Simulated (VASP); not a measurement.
Crystal: GaP.

```xyz
16
Lattice="0.0000 5.5051 -5.5051 5.5051 5.5051 0.0000 5.5051 0.0000 -5.5051" Properties=species:S:1:pos:R:3 pbc="T T T"
Ga    2.7526    5.5051   -2.7526
Ga    0.0000    2.7526   -2.7526
Ga    2.7526    8.2577   -5.5051
Ga    0.0000    5.5051   -5.5051
Ga    5.5051    5.5051   -5.5051
Ga    2.7526    2.7526   -5.5051
Ga    5.5051    8.2577   -8.2577
Ga    2.7526    5.5051   -8.2577
P     4.1288    4.1288   -4.1288
P     6.8814    6.8814   -4.1288
P     4.1288    6.8814   -6.8814
P     6.8814    9.6340   -6.8814
P     6.8814    4.1288   -6.8814
P     9.6340    6.8814   -6.8814
P     6.8814    6.8814   -9.6340
P     9.6340    9.6340   -9.6340
```

Base run:

```yaml
Program: VASP 6.6.1
Functional: PBE
Potentials_or_basis: VASP PAW PBE potentials, release 64 (Ga_d, P)
Cutoff: 520 eV
k_mesh: 3 × 3 × 3
Occupations: gaussian, width 0.01 eV
Spin: no spin polarisation
```

Its results: band gap on the k mesh 1.58 eV; pressure 0.1 GPa.

Question: The run is repeated on the same cell with these changes: k mesh from 3 × 3 × 3 to 1 × 1 × 1. What comes out?

Answer: Band gap on the k mesh 1.44 eV; pressure 6.4 GPa.

Caveats: some runs use coarse meshes.

A k mesh can miss the band edges.
